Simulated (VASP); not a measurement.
Wanted: the native input for a VASP 6.6.1 run.

```yaml
Task: single point
Functional: PBE
Potentials_or_basis: VASP PAW PBE potentials, release 64 (Al, Fe)
Cutoff: 520 eV
k_mesh: 14 × 14 × 14
Occupations: gaussian, width 0.1 eV
Spin: collinear spin, ferromagnetic start
Starting_moments: "[0.0, 0.77] μB"
Dipole_correction: no
Further_INCAR_settings: ALGO = Normal; EDIFF = 1e-06; NBANDS = 16
```

The structure of AlFe lies in POSCAR:

```
AlFe
1.0
    2.9027914508      0.0000000000      0.0000000000
    0.0000000000      2.9027914508      0.0000000000
    0.0000000000      0.0000000000      2.9027914508
Al Fe
1 1
Direct
    0.0000000000      0.0000000000      0.0000000000
    0.5000000000      0.5000000000      0.5000000000
```

This cell differs from its parent crystal: volume scaled by 1.03.

The input as run:

INCAR

```
SYSTEM = AlFe
PREC = Accurate
ENCUT = 520
EDIFF = 1E-6
ISMEAR = 0
SIGMA = 0.1
LREAL = .False.
LASPH = .True.
NELM = 150
ALGO = Normal
ISIF = 2
LWAVE = .False.
LCHARG = .False.
ISPIN = 2
MAGMOM = 0 0.77
LORBIT = 11
LMAXMIX = 4
GGA = PE
NBANDS = 16
```

KPOINTS

```
regular mesh
0
Gamma
  14 14 14
  0 0 0
```

Potentials or basis: VASP PAW PBE potentials, release 64 (Al, Fe).

The run is started by

```console
$ cat potpaw_PBE.64/Al/POTCAR potpaw_PBE.64/Fe/POTCAR > POTCAR
$ mpirun -np 1 vasp_std > vasp.out
```

It gave:

```
Pressure                                              : -4.9 GPa
Net moment                                            : 0.69 μB per cell
Site moments                                          : Al -0.02; Fe +0.73 μB
Valence electrons inside the program's atomic spheres : Al 0.82; Fe 7.36
```

Wall time 27 s on 1 thread of Intel(R) Xeon(R) 6975P-C (Granite Rapids), with other jobs on the host, peak memory 0.2 GiB.
